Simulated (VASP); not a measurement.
A run of VASP 6.6.1 is set up as follows.

The input INCAR:

```
SYSTEM = CdS
PREC = Accurate ; ENCUT = 520
EDIFF = 1E-6 ; ISMEAR = 0
SIGMA = 0.01 ; LREAL = .False.
LASPH = .True. ; NELM = 80
ALGO = Normal ; ISIF = 2
LWAVE = .False. ; LCHARG = .False.
GGA = PE ; NBANDS = 26
```

File KPOINTS:

```
Automatic mesh
0
Gamma
  6 6 2
  0 0 0
```

The input POSCAR:

```
CdS
1.0
    4.1646212224      0.0000000000      0.0000000000
   -2.0823106112      3.6066677758      0.0000000000
    0.0000000000      0.0000000000      6.7659754801
Cd S
2 2
Direct
    0.3333333333      0.6666666667     -0.0009650864
    0.6666666667      0.3333333333      0.4990349136
    0.3333333333      0.6666666667      0.3759650864
    0.6666666667      0.3333333333      0.8759650864
```

Potentials or basis: VASP PAW PBE potentials, release 64 (Cd, S).

Run with:

```sh
$ cat potpaw_PBE.64/Cd/POTCAR potpaw_PBE.64/S/POTCAR > POTCAR
$ mpirun -np 1 vasp_std > vasp.out
```

(1) What does it give for the band gap on the k mesh?

(2) Estimate the pressure.

(3) Estimate the largest force.

Answers

(1) 1.17 eV, direct.

(2) 1.7 GPa.

(3) 0.003 eV/Å.

Caveat: the k points lie up to 0.46 Å⁻¹ apart.
